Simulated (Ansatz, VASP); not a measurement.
Te2Mo in VASP and in Ansatz

```
Te Mo
1.0
     3.53764    0.00000    0.00000
    -1.76882    3.06368    0.00000
     0.00000    0.00000   14.10577
Te Mo
4 2
Cartesian
  0.0000 2.0425 8.7863
  1.7688 1.0212 1.7334
  0.0000 2.0425 12.3723
  1.7688 1.0212 5.3195
  0.0000 2.0425 3.5264
  1.7688 1.0212 10.5793
```

Alike in both runs: task electric field gradients; functional r2SCAN; dispersion D3(BJ); k mesh 8 × 8 × 2; occupations gaussian, width 0.05 eV; no spin polarisation.

```csv
,VASP,Ansatz
version,VASP 6.6.1,Ansatz 0.2.0
potentials or method,"VASP PAW PBE potentials, release 64 (Te, Mo_sv), cutoff 520 eV","scalar-relativistic, plane waves, PAW"
valence electrons in the cell,52,92
```

VASP gave:

| Item | Value |
| --- | --- |
| gap on the k mesh at the Fermi level (eV) | 0.94 |
| least direct gap on the mesh (eV) | 1.28 |
| pressure (GPa) | 0.1 |
| traceless stress, the component that is largest in VASP (GPa) | 0.08 |
| rms of the force components (eV/Å) | 0.014 |
| size of Vzz on the site where it differs most (V/Å²) | 76.9 |

Question: Which values does Ansatz return?

Answer: gap on the k mesh at the Fermi level (eV): 0.95; least direct gap on the mesh (eV): 1.27; pressure (GPa): 0.0; traceless stress, the component that is largest in VASP (GPa): 0.02; rms of the force components (eV/Å): 0.002; size of Vzz on the site where it differs most (V/Å²): 72.2.

VASP's potentials were made for PBE, not for r2SCAN. Atom by atom the forces differ by 0.012 eV/Å (rms over components). VASP's potentials hold 52 valence electrons a cell and Ansatz's 92, so a difference there can come from the potentials and not from the codes. Ansatz's warnings: dispersion damping borrowed.

Spin-orbit coupling is off throughout.
